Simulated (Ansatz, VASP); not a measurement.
# AlCo in VASP and in Ansatz

INCAR

```
  ALGO = Normal
  EDIFF = 1E-6
  ENCUT = 520
  GGA = PE
  ISIF = 2
  ISMEAR = -1
  LASPH = T
  LCHARG = F
  LREAL = F
  LWAVE = F
  NBANDS = 13
  NELM = 60
  PREC = Accurate
  SIGMA = 0.08
```

KPOINTS

```
k-points
0
Gamma
  14 14 14
```

The input POSCAR:

```
AlCo
1.0
    2.6479131201      0.0000000000      0.0000000000
    0.0000000000      2.6479131201      0.0000000000
    0.0000000000      0.0000000000      2.6479131201
Co Al
1 1
Direct
    0.0000000000      0.0000000000      0.0000000000
    0.5000000000      0.5000000000      0.5000000000
```

Input for Ansatz:

```yaml
crystal:
  lattice:
    - [2.6479131201, 0.0, 0.0]
    - [0.0, 2.6479131201, 0.0]
    - [0.0, 0.0, 2.6479131201]
  atoms:
    - { symbol: Co, position: [0.0, 0.0, 0.0] }
    - { symbol: Al, position: [0.5, 0.5, 0.5] }
kpoints:
  mp_grid: { grid: [14, 14, 14] }
  band_path:
    path:
      - [0.0, 0.0, 0.0]
      - [0.0, 0.5, 0.0]
      - [0.5, 0.5, 0.0]
      - [0.0, 0.0, 0.0]
      - [0.5, 0.5, 0.5]
      - [0.0, 0.5, 0.0]
      - [0.5, 0.5, 0.5]
      - [0.5, 0.5, 0.0]
    npoints: 8
scf:
  occupations: { method: fermi_dirac, width: 0.08 }
hamiltonian:
  xc: pbe
  pseudopotentials: { kind: all_electron, lapw: { basis_error: 0.001 } }
output:
  forces: true
  stress: true
  eigenvalues: true
  populations: true
  dos: { projected: true, de: 0.2, e_range: [-14, 8] }
```

Change from the starting cell: volume scaled by 0.8, LAPW.

Alike in both runs: task single point; functional PBE; k mesh 14 × 14 × 14; occupations fermi-dirac, width 0.08 eV; no spin polarisation.

|  | VASP | Ansatz |
| --- | --- | --- |
| version | VASP 6.6.1 | Ansatz 0.2.0 |
| potentials or method | VASP PAW PBE potentials, release 64 (Co, Al), cutoff 520 eV | all-electron LAPW, scalar-relativistic |

Ansatz gave:

```
pressure (GPa) : 63.9
```

Q: What did VASP give for the same quantities?

A: Pressure (GPa): 64.0.

Both programs put the cell under a high pressure, so it lies far from rest at this level. Ansatz ran all-electron here, and VASP with PAW potentials.

Noted on VASP's run: the cell as given lies far from equilibrium.
